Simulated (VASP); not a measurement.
# HgTe (P6_3/mmc) in VASP: further runs

Aim: see how the results for HgTe move with the level of theory and the settings. Levels: LDA, PBE, HSE06. Tasks: single point.

Everything below comes from runs of VASP 6.6.1. Logs are shortened: lines on timing, memory, paths and dates and some standing lists are left out, and cuts for length are marked.

### 1 The cell of the first run

Symmetry: P6_3/mmc, No. 194, hexagonal system. The conventional cell has a = 4.234 Å, b = 4.234 Å, c = 7.397 Å, α = 90.00°, β = 90.00°, γ = 120.00°. Hg (site symmetry -3m) has 6 Te at 3.06 Å and 2 Hg at 3.70 Å within 4.0 Å. Te (site symmetry -6m2) has 6 Hg at 3.06 Å within 4.0 Å.

### 2 Single point, LDA

INCAR

```
PREC = Accurate ; ENCUT = 500
EDIFF = 1E-6 ; ISMEAR = -1
SIGMA = 0.02 ; LREAL = F
LASPH = T ; NELM = 120
ALGO = Normal ; ISIF = 2
LWAVE = F ; LCHARG = F
GGA = CA ; NBANDS = 26
GGA_COMPAT = F
```

KPOINTS

```
regular mesh
0
Gamma
  6 6 2
```

POSCAR

```
HgTe
1.0
    4.2336391969      0.0000000000      0.0000000000
   -2.1168195985      3.6664390950      0.0000000000
    0.0000000000      0.0000000000      7.3965767620
Hg Te
2 2
Direct
    0.0000000000      0.0000000000      0.0000000000
    0.0000000000      0.0000000000      0.5000000000
    0.3333333333      0.6666666667      0.2500000000
    0.6666666667      0.3333333333      0.7500000000
```

Potentials or basis: VASP PAW LDA potentials, release 64 (Hg, Te).

Started as:

```bash
$ cat potpaw_LDA.64/Hg/POTCAR potpaw_LDA.64/Te/POTCAR > POTCAR
$ mpirun -np 1 vasp_std > vasp.out
```

OUTCAR:

```text
PREC = Accurate
   ENCUT = 500
   EDIFF = 1E-6
   ISMEAR = -1
   LREAL = F
   LASPH = T
   NELM = 120
   ISIF = 2
   GGA = CA

 ion  position               nearest neighbor table
   1  0.000  0.000  0.000-   3 3.06   4 3.06   4 3.06   3 3.06   4 3.06   3 3.06   2 3.70   2 3.70

   2  0.000  0.000  0.500-   3 3.06   4 3.06   4 3.06   3 3.06   4 3.06   3 3.06   1 3.70   1 3.70

   3  0.333  0.667  0.250-   1 3.06   2 3.06   1 3.06   2 3.06   1 3.06   2 3.06
   4  0.667  0.333  0.750-   1 3.06   2 3.06   1 3.06   2 3.06   1 3.06   2 3.06

  LATTYP: Found a hexagonal cell.
 ALAT       =     4.2336391969
 C/A-ratio  =     1.7470966273

  Lattice vectors:

 A1 = (   4.2336391969,   0.0000000000,   0.0000000000)
 A2 = (  -2.1168195985,   3.6664390950,   0.0000000000)
 A3 = (   0.0000000000,   0.0000000000,   7.3965767620)

Analysis of symmetry for initial positions (statically):
=====================================================================
 Subroutine PRICEL returns:
 Original cell was already a primitive cell.

 Routine SETGRP: Setting up the symmetry group for a
 hexagonal supercell.

 Subroutine GETGRP returns: Found 24 space group operations
 (whereof 12 operations were pure point group operations)
 out of a pool of 24 trial point group operations.

The static configuration has the point symmetry D_3d.
 The point group associated with its full space group is D_6h.

Analysis of symmetry for dynamics (positions and initial velocities):
=====================================================================
 Subroutine PRICEL returns:
 Original cell was already a primitive cell.

 Routine SETGRP: Setting up the symmetry group for a
 hexagonal supercell.

 Subroutine GETGRP returns: Found 24 space group operations
 (whereof 12 operations were pure point group operations)
 out of a pool of 24 trial point group operations.

The dynamic configuration has the point symmetry D_3d.
 The point group associated with its full space group is D_6h.

 Subroutine INISYM returns: Found 24 space group operations
 (whereof 12 operations are pure point group operations),
 and found     1 'primitive' translations

----------------------------------------------------------------------------------------

                                     Primitive cell

  volume of cell :     114.8125

  direct lattice vectors                    reciprocal lattice vectors
     4.233639197  0.000000000  0.000000000     0.236203406  0.136372100  0.000000000
[... 79 lines left out ...]
   EDIFF  = 0.1E-05   stopping-criterion for ELM
   LREAL  =      F    real-space projection
   EDIFFG = 0.1E-04   stopping-criterion for IOM
   NSW    =      0    number of steps for IOM
   IBRION =     -1    ionic relax: 0-MD 1-quasi-New 2-CG
   NFREE  =      0    steps in history (QN), initial steepest desc. (CG)
   ISIF   =      2    stress and relaxation
   ISYM   =      2    0-nonsym 1-usesym 2-fastsym
   POTIM  = 0.5000    time-step for ionic-motion
   TEBEG  =    0.0;   TEEND  =   0.0 temperature during run
   PSTRESS=    0.0 pullay stress
   NELECT =      36.0000    total number of electrons
   NUPDOWN=      -1.0000    fix difference up-down
   EMIN   =  10.00;   EMAX   =-10.00  energy-range for DOS
   EFERMI =   0.00;   METHOD = LEGACY
   ISMEAR =    -1;   SIGMA  =   0.02  broadening in eV -4-tet -1-fermi 0-gaus
   EFERMI_NEDOS =   21; number of points for ismear=-14 and -15
   IALGO  =     38    algorithm
   IMIX   =      4    mixing-type and parameters
     AMIX     =   0.40;   BMIX     =  1.00
     AMIX_MAG =   1.60;   BMIX_MAG =  1.00
  volume/ion in A,a.u.               =      28.70       193.70
  Fermi-wavevector in a.u.,A,eV,Ry     =   1.112191  2.101736 16.829977  1.236968
  Thomas-Fermi vector in A             =   2.248762
   LORBIT       =      0    0 simple, 1 ext, 2 COOP (PROOUT), +10 PAW based schemes
   GGA     = CA    functional components
   LHFCALC =     F    Hartree Fock is set to
   AEXX    =    0.0000 exact exchange contribution
   IVDW    =     0    specifies the selected vdW correction
   LEPSILON=     F    determine dielectric tensor
   LRPA    =     F    only Hartree local field effects (RPA)
 non-spin polarized calculation
  energy-cutoff  :      500.00
  volume of cell :      114.81
 maximum number of plane-waves:      2928
 NGX is ok and might be reduce to    32
   NGX = 15   NGY = 15   NGZ = 27

 number of electron      35.9999997 magnetization

 Free energy of the ion-electron system (eV)
  ---------------------------------------------------
  ext. energy  EPLUGINS =         0.00000000
  ---------------------------------------------------
  free energy    TOTEN  =        -9.52345904 eV

  energy without entropy =       -9.52073226  energy(sigma->0) =       -9.52209565

 E-fermi :   3.9786     XC(G=0): -10.0830

 val. band max:        3.9236429753   @ k =   0.3333   0.1667   0.0000
 cond. band min:       4.0076820172   @ k =   0.0000   0.0000   0.5000
 fundamental gap:      0.0840390419
 Fermi energy:         3.9786290913

 k-point     1 :       0.0000    0.0000    0.0000
  band No.  band energies     occupation
      1      -7.9377      2.00000
      2      -6.8819      2.00000
      3      -2.9116      2.00000
      4      -2.8630      2.00000
      5      -2.8630      2.00000
      6      -2.7637      2.00000
[... 395 lines left out ...]
     25      11.9287      0.00000
     26      11.9287      0.00000

------------------------ aborting loop because EDIFF is reached ----------------------------------------

  FORCE on cell =-STRESS in cart. coord.  units (eV):
  Direction    XX          YY          ZZ          XY          YZ          ZX
  --------------------------------------------------------------------------------------
  -------------------------------------------------------------------------------------
  Total       -2.8273733     -2.8273733     -2.4266339      0.0000000      0.0000000      0.0000000
  in kB      -39.4552367    -39.4552367    -33.8630247      0.0000000      0.0000000      0.0000000
  external PRESSURE =     -37.5911661 kB  Pullay stress =       0.0000000 kB

 VOLUME and BASIS-vectors are now :
 -----------------------------------------------------------------------------
  energy-cutoff  :      500.00
  volume of cell :      114.81
      direct lattice vectors                 reciprocal lattice vectors
     4.233639197  0.000000000  0.000000000     0.236203406  0.136372100  0.000000000
    -2.116819598  3.666439095  0.000000000     0.000000000  0.272744201  0.000000000
     0.000000000  0.000000000  7.396576762     0.000000000  0.000000000  0.135197678

 POSITION                                       TOTAL-FORCE (eV/Angst)
 -----------------------------------------------------------------------------------
      0.00000      0.00000      0.00000        -0.000000      0.000000      0.000000
      0.00000      0.00000      3.69829        -0.000000      0.000000      0.000000
     -0.00000      2.44429      1.84914        -0.000000      0.000000     -0.000000
      2.11682      1.22215      5.54743         0.000000     -0.000000     -0.000000
 -----------------------------------------------------------------------------------
    total drift:                                0.000000     -0.000000      0.000000

  FREE ENERGIE OF THE ION-ELECTRON SYSTEM (eV)
  ---------------------------------------------------
  free  energy   TOTEN  =        -9.5234590422 eV

  energy  without entropy=       -9.5207322622  energy(sigma->0) =       -9.52209565
```

OSZICAR:

```text
N       E                     dE             d eps       ncg     rms          rms(c)
DAV:   1     0.229473031018E+03    0.22947E+03   -0.15920E+04   728   0.120E+03
DAV:   2     0.184664572586E+01   -0.22763E+03   -0.21776E+03   778   0.282E+02
DAV:   3    -0.976862215712E+01   -0.11615E+02   -0.11483E+02   884   0.642E+01
DAV:   4    -0.990421365334E+01   -0.13559E+00   -0.13544E+00   874   0.608E+00
DAV:   5    -0.990647048113E+01   -0.22568E-02   -0.22568E-02   816   0.744E-01    0.100E+01
DAV:   6    -0.954045998948E+01    0.36601E+00   -0.89065E-01   782   0.963E+00    0.771E+00
DAV:   7    -0.952794535342E+01    0.12515E-01   -0.18550E-01   784   0.228E+00    0.227E+00
DAV:   8    -0.952378722382E+01    0.41581E-02   -0.20712E-02   750   0.135E+00    0.476E-01
DAV:   9    -0.952346766255E+01    0.31956E-03   -0.21942E-03   794   0.407E-01    0.724E-02
DAV:  10    -0.952345670627E+01    0.10956E-04   -0.12809E-04   782   0.114E-01    0.410E-02
DAV:  11    -0.952346397090E+01   -0.72646E-05   -0.56579E-05   792   0.643E-02    0.322E-02
DAV:  12    -0.952345892905E+01    0.50418E-05   -0.29768E-05   758   0.561E-02    0.952E-03
DAV:  13    -0.952345904216E+01   -0.11311E-06   -0.19160E-06   544   0.750E-03
   1 F= -.95234590E+01 E0= -.95220957E+01  d E =-.272678E-02
```

stdout:

```text
POSCAR found type information on POSCAR HgTe
 POSCAR found :  2 types and       4 ions
 scaLAPACK will be used
 LDA part: xc-table for (Slater(with rela. corr.)+CA(PZ))
 , standard interpolation
 POSCAR, INCAR and KPOINTS ok, starting setup
 FFT: planning ... GRIDC
 FFT: planning ... GRID_SOFT
 FFT: planning ... GRID
 WAVECAR not read
 entering main loop
```

It took 36 s on 1 thread of AMD EPYC 7R43 (Zen 3), shared host; peak memory 0.17 GiB.

Results:

| Property | Result |
| --- | --- |
| Free energy | -9.5235 eV |
| Pressure | -3.8 GPa |
| Band gap on the k mesh | zero (band 18 reaches 4.47 eV, above the bottom of band 19 at 2.16 eV) |

Stress tensor (GPa, compression positive):
```
-3.95  0.00  0.00
 0.00 -3.95  0.00
 0.00  0.00 -3.39
```

Caveat: the k points lie up to 0.42 Å⁻¹ apart; spin-orbit coupling is left out, which moves the levels of the heavy elements.

### 3 Single point, PBE

INCAR

```
PREC = Accurate
ENCUT = 500
EDIFF = 1E-6
ISMEAR = 1
SIGMA = 0.05
LREAL = F
LASPH = T
NELM = 120
ALGO = Normal
ISIF = 2
LWAVE = F
LCHARG = T
GGA = PE
LELF = T
LVHAR = T
NBANDS = 26
GGA_COMPAT = F
```

KPOINTS is that of step 2.

POSCAR is that of step 2.

Potentials or basis: VASP PAW PBE potentials, release 64 (Hg, Te).

Started as:

```bash
$ cat potpaw_PBE.64/Hg/POTCAR potpaw_PBE.64/Te/POTCAR > POTCAR
$ mpirun -np 1 vasp_std > vasp.out
```

OUTCAR:

```text
PREC = Accurate
   ENCUT = 500
   EDIFF = 1E-6
   ISMEAR = 1
   LREAL = F
   LASPH = T
   NELM = 120
   ISIF = 2
   GGA = PE

 ion  position               nearest neighbor table
   1  0.000  0.000  0.000-   3 3.06   4 3.06   4 3.06   3 3.06   4 3.06   3 3.06   2 3.70   2 3.70

   2  0.000  0.000  0.500-   3 3.06   4 3.06   4 3.06   3 3.06   4 3.06   3 3.06   1 3.70   1 3.70

   3  0.333  0.667  0.250-   1 3.06   2 3.06   1 3.06   2 3.06   1 3.06   2 3.06
[... 597 lines left out ...]
  FORCE on cell =-STRESS in cart. coord.  units (eV):
  Direction    XX          YY          ZZ          XY          YZ          ZX
  --------------------------------------------------------------------------------------
  -------------------------------------------------------------------------------------
  Total        0.5167013      0.5167013      1.4144235     -0.0000000      0.0000000      0.0000000
  in kB        7.2104275      7.2104275     19.7378999     -0.0000000      0.0000000      0.0000000
  external PRESSURE =      11.3862517 kB  Pullay stress =       0.0000000 kB

 VOLUME and BASIS-vectors are now :
 -----------------------------------------------------------------------------
  energy-cutoff  :      500.00
  volume of cell :      114.81
      direct lattice vectors                 reciprocal lattice vectors
     4.233639197  0.000000000  0.000000000     0.236203406  0.136372100  0.000000000
    -2.116819598  3.666439095  0.000000000     0.000000000  0.272744201  0.000000000
     0.000000000  0.000000000  7.396576762     0.000000000  0.000000000  0.135197678

 POSITION                                       TOTAL-FORCE (eV/Angst)
 -----------------------------------------------------------------------------------
      0.00000      0.00000      0.00000         0.000000      0.000000      0.000000
      0.00000      0.00000      3.69829         0.000000      0.000000      0.000000
     -0.00000      2.44429      1.84914         0.000000      0.000000      0.000000
      2.11682      1.22215      5.54743        -0.000000     -0.000000     -0.000000
 -----------------------------------------------------------------------------------
    total drift:                                0.000000     -0.000000      0.000000

  FREE ENERGIE OF THE ION-ELECTRON SYSTEM (eV)
  ---------------------------------------------------
  free  energy   TOTEN  =        -6.5071491545 eV

  energy  without entropy=       -6.5072655869  energy(sigma->0) =       -6.50718797
```

OSZICAR:

```text
N       E                     dE             d eps       ncg     rms          rms(c)
DAV:   1     0.229593886819E+03    0.22959E+03   -0.15981E+04   728   0.120E+03
DAV:   2     0.444644051374E+01   -0.22515E+03   -0.21551E+03   776   0.281E+02
DAV:   3    -0.674531483124E+01   -0.11192E+02   -0.11062E+02   876   0.631E+01
DAV:   4    -0.686938213173E+01   -0.12407E+00   -0.12394E+00   866   0.582E+00
DAV:   5    -0.687163712608E+01   -0.22550E-02   -0.22549E-02   814   0.734E-01    0.100E+01
DAV:   6    -0.650998368256E+01    0.36165E+00   -0.86661E-01   778   0.943E+00    0.780E+00
DAV:   7    -0.650987229828E+01    0.11138E-03   -0.20389E-01   780   0.238E+00    0.224E+00
DAV:   8    -0.650713594200E+01    0.27364E-02   -0.22456E-02   750   0.139E+00    0.540E-01
DAV:   9    -0.650713816779E+01   -0.22258E-05   -0.27597E-03   784   0.461E-01    0.737E-02
DAV:  10    -0.650713867362E+01   -0.50582E-06   -0.17107E-04   762   0.129E-01    0.327E-02
DAV:  11    -0.650715331579E+01   -0.14642E-04   -0.59680E-05   788   0.628E-02    0.340E-02
DAV:  12    -0.650714989098E+01    0.34248E-05   -0.28195E-05   768   0.530E-02    0.610E-03
DAV:  13    -0.650714915451E+01    0.73648E-06   -0.22094E-06   624   0.133E-02
   1 F= -.65071492E+01 E0= -.65071880E+01  d E =0.116432E-03
```

Run time: 44 s. Hardware: 1 thread of AMD EPYC 7R43 (Zen 3), shared host; peak memory 0.19 GiB.

Results:

| Item | Value |
| --- | --- |
| Free energy | -6.5071 eV |
| Pressure | 1.1 GPa |
| Band gap on the k mesh | zero (band 18 reaches 4.64 eV, above the bottom of band 19 at 2.35 eV) |

Stress tensor (GPa, compression positive):
```
0.72 0.00 0.00
0.00 0.72 0.00
0.00 0.00 1.97
```

Caveat: the k points lie up to 0.42 Å⁻¹ apart; spin-orbit coupling is left out, which moves the levels of the heavy elements.

### 4 Single point, PBE, collinear spin, zero start

INCAR

```
SYSTEM = HgTe
ALGO     = Normal         ! electronic algorithm
EDIFF    = 1E-6           ! SCF threshold, eV
ENCUT    = 500            ! plane-wave cutoff, eV
GGA      = PE             ! functional
GGA_COMPAT= .False.      
ISIF     = 2              ! what is computed and relaxed
ISMEAR   = -1             ! smearing method
ISPIN    = 2              ! spin polarisation
LASPH    = .True.         ! aspherical terms in the spheres
LCHARG   = .True.         ! write CHGCAR
LELF     = .True.         ! ELF
LORBIT   = 11             ! projections on sites
LREAL    = .False.        ! projectors in reciprocal space
LVHAR    = .True.       
LWAVE    = .False.        ! write WAVECAR
MAGMOM   = 0 0 0 0        ! initial moments
NBANDS   = 30             ! bands
NELM     = 200            ! most SCF steps
PREC     = Accurate       ! precision mode
SIGMA    = 0.02           ! smearing width, eV
```

KPOINTS

```
k-points
0
Gamma
  6 6 2
  0 0 0
```

POSCAR is that of step 3.

Started as:

```bash
$ cat potpaw_PBE.64/Hg/POTCAR potpaw_PBE.64/Te/POTCAR > POTCAR
$ mpirun -np 1 vasp_std > vasp.out
```

Wall time 95 s (1 thread of AMD EPYC 7R43 (Zen 3), shared host); peak memory 0.26 GiB.

It converged, with:

| Property | Result |
| --- | --- |
| Free energy | -6.5093 eV |
| Pressure | 1.2 GPa |
| Band gap on the k mesh | zero (filled and empty bands overlap) |
| Net moment | 0.00 μB per cell |
| Valence electrons inside the program's atomic spheres | Hg 10.43; Te 3.30 |

Stress tensor (GPa, compression positive):
```
0.80 0.00 0.00
0.00 0.80 0.00
0.00 0.00 1.87
```

Levels at points of the mesh, in eV from the Fermi level:
Spin up:
```
           k point  band 15  band 16  band 17  band 18  band 19  band 20  band 21  band 22
(0.00, 0.00, 0.00)    -0.94    -0.47    -0.47     0.48     0.48     2.94     4.67     5.22
(0.50, 0.00, 0.00)    -3.02    -3.02    -1.91     0.32     1.14     1.96     2.90     4.22
(0.00, 0.00, 0.50)     0.02     0.02     0.02     0.02     1.98     1.98     5.12     5.12
(0.50, 0.00, 0.50)    -1.21    -1.21    -0.98    -0.98    -0.08    -0.08     4.52     4.52
```
Spin down:
| k point | band 14 | band 15 | band 16 | band 17 | band 18 | band 19 | band 20 | band 21 | band 22 | band 23 |
| --- | --- | --- | --- | --- | --- | --- | --- | --- | --- | --- |
| (0.00, 0.00, 0.00) | -1.17 | -0.94 | -0.47 | -0.47 | 0.48 | 0.48 | 2.94 | 4.67 | 5.22 | 5.22 |
| (0.50, 0.00, 0.00) | -3.73 | -3.02 | -3.02 | -1.91 | 0.32 | 1.14 | 1.96 | 2.90 | 4.22 | 5.25 |
| (0.00, 0.00, 0.50) | -4.20 | 0.02 | 0.02 | 0.02 | 0.02 | 1.98 | 1.98 | 5.12 | 5.12 | 5.50 |
| (0.50, 0.00, 0.50) | -5.02 | -1.21 | -1.21 | -0.98 | -0.98 | -0.08 | -0.08 | 4.52 | 4.52 | 6.22 |

Caveat: the k points lie up to 0.42 Å⁻¹ apart; spin-orbit coupling is left out, which moves the levels of the heavy elements.

### 5 Single point, HSE06

POSCAR is that of step 4.

INCAR.step1

```
PREC = Accurate
ENCUT = 400
EDIFF = 1E-5
ISMEAR = -1
SIGMA = 0.02
LREAL = False
LASPH = True
NELM = 120
ALGO = Normal
ISIF = 2
LWAVE = True
GGA = PE
NBANDS = 26
GGA_COMPAT = False
```

INCAR.step2

```
PREC = Accurate
ENCUT = 400
EDIFF = 1E-6
ISMEAR = -1
SIGMA = 0.02
LREAL = False
LASPH = True
NELM = 120
ALGO = Normal
ISIF = 2
LWAVE = False
LCHARG = True
GGA = PE
LHFCALC = True
HFSCREEN = 0.2079
PRECFOCK = Normal
LELF = True
LVHAR = True
ISTART = 1
NBANDS = 26
GGA_COMPAT = False
```

KPOINTS

```
regular mesh
0
Gamma
  2 2 2
```

Started as:

```bash
$ cat potpaw_PBE.64/Hg/POTCAR potpaw_PBE.64/Te/POTCAR > POTCAR
$ cp INCAR.step1 INCAR
$ mpirun -np 1 vasp_std > vasp.out
$ cp INCAR.step2 INCAR
$ mpirun -np 1 vasp_std > vasp.out
```

Wall time 3.7 min (1 thread of AMD EPYC 7R43 (Zen 3), shared host); peak memory 0.28 GiB.

The run converged. Its results:

```yaml
Free_energy: -6.7968 eV
Pressure: 1.4 GPa
Band_gap_on_the_k_mesh: zero (band 18 reaches 4.31 eV, above the bottom of band 19 at 4.02 eV)
```

Stress tensor (GPa, compression positive):
```
1.91 0.00 0.00
0.00 1.91 0.00
0.00 0.00 0.53
```

Levels at points of the mesh, in eV from the Fermi level:
```csv
k point,band 14,band 15,band 16,band 17,band 18,band 19,band 20,band 21
"(0.00, 0.00, 0.00)",-1.23,-1.12,-0.87,-0.87,0.28,0.28,3.32,5.47
"(0.50, 0.00, 0.00)",-4.32,-3.58,-3.37,-2.42,0.13,1.25,2.32,3.21
"(0.00, 0.00, 0.50)",-4.83,-0.28,-0.28,-0.28,-0.28,2.33,2.33,5.68
"(0.50, 0.00, 0.50)",-5.78,-1.56,-1.56,-1.36,-1.36,-0.01,-0.01,4.94
```

Caveat: the k points lie up to 0.86 Å⁻¹ apart; the PAW data sets were made with another functional, which shifts forces and pressure a little; spin-orbit coupling is left out, which moves the levels of the heavy elements.

### 6 Overview

```csv
level,potentials or basis,spin,k mesh,cutoff (eV),smearing,grid for exact exchange (PRECFOCK),screening parameter,gap on the mesh (eV),pressure (GPa)
LDA,"VASP PAW LDA potentials, release 64 (Hg, Te)",off,6 × 6 × 2,500,fermi-dirac 0.02 eV,-,-,none,-3.8
PBE,"VASP PAW PBE potentials, release 64 (Hg, Te)",off,6 × 6 × 2,500,methfessel-paxton 0.05 eV,-,-,none,1.1
PBE,"VASP PAW PBE potentials, release 64 (Hg, Te)","collinear, zero start",6 × 6 × 2,500,fermi-dirac 0.02 eV,-,-,none,1.2
HSE06,"VASP PAW PBE potentials, release 64 (Hg, Te)",off,2 × 2 × 2,400,fermi-dirac 0.02 eV,Normal,0.2079 1/Å,none,1.4
```

Alike in all rows: task single point; cell as given.

Caveats: all runs use coarse meshes; spin-orbit coupling is left out, which moves the levels of the heavy elements; the PAW data sets were made with another functional, which shifts forces and pressure a little (some runs).

Total energies depend on the potentials used, so only differences within one code and one set of settings carry meaning.
